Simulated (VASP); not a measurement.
Wanted: the native input for a VASP 6.6.1 run.

| Quantity | Value |
| --- | --- |
| Task | single point |
| Functional | HSE06 |
| Potentials or basis | VASP PAW PBE potentials, release 64 (Te, Sn_d) |
| Cutoff | 520 eV |
| k mesh | 4 × 4 × 4 |
| Occupations | fermi-dirac, width 0.05 eV |
| Spin | no spin polarisation |
| Dipole correction | no |
| Grid for exact exchange (PRECFOCK) | Normal |
| Further INCAR settings | ALGO = Normal; EDIFF = 1e-07; NBANDS = 17 |
| Share of exact exchange | 0.25 |
| Screening parameter | 0.2079 1/Å |

The system is SnTe.

```xyz
2
Lattice="0.0000 3.6587 3.6587 3.6587 0.0000 3.6587 3.6587 3.6587 0.0000" Properties=species:S:1:pos:R:3 pbc="T T T"
Te    1.8293    1.8293    1.8293
Sn    0.0000    0.0000    0.0000
```

The input as run:

POSCAR

```
SnTe
1.0
    0.0000000000      3.6586665285      3.6586665285
    3.6586665285      0.0000000000      3.6586665285
    3.6586665285      3.6586665285      0.0000000000
Te Sn
1 1
Direct
    0.2500000000      0.2500000000      0.2500000000
    0.0000000000      0.0000000000      0.0000000000
```

INCAR.step1

```
  ALGO = Normal
  EDIFF = 1E-5
  ENCUT = 520
  GGA = PE
  ISIF = 2
  ISMEAR = -1
  LASPH = True
  LCHARG = False
  LREAL = False
  LWAVE = True
  NBANDS = 17
  NELM = 60
  PREC = Accurate
  SIGMA = 0.05
```

INCAR.step2

```
  ALGO = Normal
  EDIFF = 1E-7
  ENCUT = 520
  GGA = PE
  HFSCREEN = 0.2079
  ISIF = 2
  ISMEAR = -1
  ISTART = 1
  LASPH = True
  LCHARG = False
  LHFCALC = True
  LREAL = False
  LWAVE = False
  NBANDS = 17
  NELM = 60
  PREC = Accurate
  PRECFOCK = Normal
  SIGMA = 0.05
```

KPOINTS

```
k-points
0
Gamma
  4 4 4
```

Potentials or basis: VASP PAW PBE potentials, release 64 (Te, Sn_d).

The run is started by

```sh
$ cat potpaw_PBE.64/Te/POTCAR potpaw_PBE.64/Sn_d/POTCAR > POTCAR
$ cp INCAR.step1 INCAR
$ mpirun -np 1 vasp_std > vasp.out
$ cp INCAR.step2 INCAR
$ mpirun -np 1 vasp_std > vasp.out
```

Results of the run:

| Item | Value |
| --- | --- |
| Pressure | -1.6 GPa |
| Band gap on the k mesh | 0.49 eV (least direct gap 1.19 eV) |

Caveat: the PAW data sets were made with another functional, which shifts forces and pressure a little; spin-orbit coupling is left out, which moves the levels of the heavy elements.

It took 16 min on 1 thread of AMD EPYC 9R45 96-Core Processor (Zen 5), with other jobs on the host, peak memory 0.32 GiB.
